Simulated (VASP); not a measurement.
A run of VASP 6.6.1 is set up as follows.

Contents of INCAR:

```
SYSTEM = BiTe2As
PREC     = Accurate       ! precision mode
ENCUT    = 500            ! plane-wave cutoff, eV
EDIFF    = 1E-6           ! SCF threshold, eV
ISMEAR   = 0              ! smearing method
SIGMA    = 0.1            ! smearing width, eV
LREAL    = .FALSE.        ! projectors in reciprocal space
LASPH    = .TRUE.         ! aspherical terms in the spheres
NELM     = 120            ! most SCF steps
ALGO     = Normal         ! electronic algorithm
ISIF     = 2              ! what is computed and relaxed
LWAVE    = .FALSE.        ! write WAVECAR
LCHARG   = .FALSE.        ! write CHGCAR
GGA      = PE             ! functional
NBANDS   = 24             ! bands
GGA_COMPAT= .FALSE.
```

The input KPOINTS:

```
Automatic mesh
0
G
  6 6 6
  0 0 0
```

The input POSCAR:

```
BiTe2As
1.0
    2.1135714166      1.2202710263      7.4374974411
   -2.1135714166      1.2202710263      7.4374974411
    0.0000000000     -2.4405420527      7.4374974411
Bi Te As
1 2 1
Direct
    0.0000000000      0.0000000000      0.0000000000
    0.2220000000      0.2220000000      0.2220000000
    0.7780000000      0.7780000000      0.7780000000
    0.5000000000      0.5000000000      0.5000000000
```

Potentials or basis: VASP PAW PBE potentials, release 64 (Bi_d, Te, As).

Command:

```console
$ cat potpaw_PBE.64/Bi_d/POTCAR potpaw_PBE.64/Te/POTCAR potpaw_PBE.64/As/POTCAR > POTCAR
$ mpirun -np 1 vasp_std > vasp.out
```

Predict the pressure.

6.5 GPa.

What does it give for the band gap on the k mesh?

Zero (band 16 reaches 7.89 eV, above the bottom of band 17 at 6.37 eV).

Forces in eV/Å, atoms in the order of the input:
```
Bi   0.000  0.000  0.000
Te   0.000  0.000  2.604
Te   0.000  0.000 -2.604
As   0.000  0.000  0.000
```

Caveat: spin-orbit coupling is left out, which moves the levels of the heavy elements; forces of over 1 eV/Å act on the atoms, so gaps and moduli don't describe the material at rest.
